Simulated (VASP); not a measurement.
**TiO2: single point with PBEsol**

The system is TiO2.

```xyz
6
Lattice="-1.8731 1.8731 4.5894 1.8731 -1.8731 4.5894 1.8731 1.8731 -4.5894" Properties=species:S:1:pos:R:3 pbc="T T T"
Ti    1.8731   -1.8731    4.5894
Ti    0.0000    1.8731    2.2947
O     0.0000    0.0000    1.9528
O     0.0000    0.0000    7.2260
O     1.8731    0.0000   -0.3419
O     1.8731    0.0000    4.9313
```

```yaml
Program: VASP 6.6.1
Task: single point
Functional: PBEsol
Potentials_or_basis: VASP PAW PBE potentials, release 64 (Ti_sv, O)
Cutoff: 600 eV
k_mesh: 6 × 6 × 6
Occupations: gaussian, width 0.01 eV
Spin: no spin polarisation
```

* Pressure: 10.5 GPa
* Largest force: 0.026 eV/Å
* Band gap on the k mesh: 2.01 eV (least direct gap 2.47 eV)

Forces on the atoms (eV/Å):
```
Ti   0.000  0.000  0.000
Ti   0.000  0.000  0.000
O    0.000  0.000  0.026
O    0.000  0.000 -0.026
O    0.000  0.000  0.026
O    0.000  0.000 -0.026
```

Stress tensor (GPa, compression positive):
```
10.51  0.00  0.00
 0.00 10.51  0.00
 0.00  0.00 10.60
```

Levels at points of the mesh, in eV from the valence-band top:
| k point | band 22 | band 23 | band 24 | band 25 | band 26 | band 27 |
| --- | --- | --- | --- | --- | --- | --- |
| (0.00, 0.00, 0.00) | -0.73 | -0.61 | -0.61 | 2.01 | 2.93 | 3.91 |
| (0.50, 0.00, 0.00) | -1.13 | -0.88 | -0.67 | 3.30 | 3.52 | 3.73 |
| (0.50, 0.50, 0.00) | -2.33 | 0.00 | 0.00 | 3.58 | 3.58 | 4.07 |
| (0.50, 0.50, 0.50) | -1.37 | -0.20 | -0.20 | 2.45 | 2.45 | 3.89 |

It took 2.2 min on 1 thread of Intel(R) Xeon(R) Platinum 8259CL CPU @ 2.50GHz (Skylake/Cascade Lake), with other jobs on the host, peak memory 0.27 GiB.

Caveat: the cell stands under pressure; the PAW data sets were made with another functional, which shifts forces and pressure a little. Expect the measured gap to be larger: semilocal functionals such as PBEsol lack the derivative discontinuity.
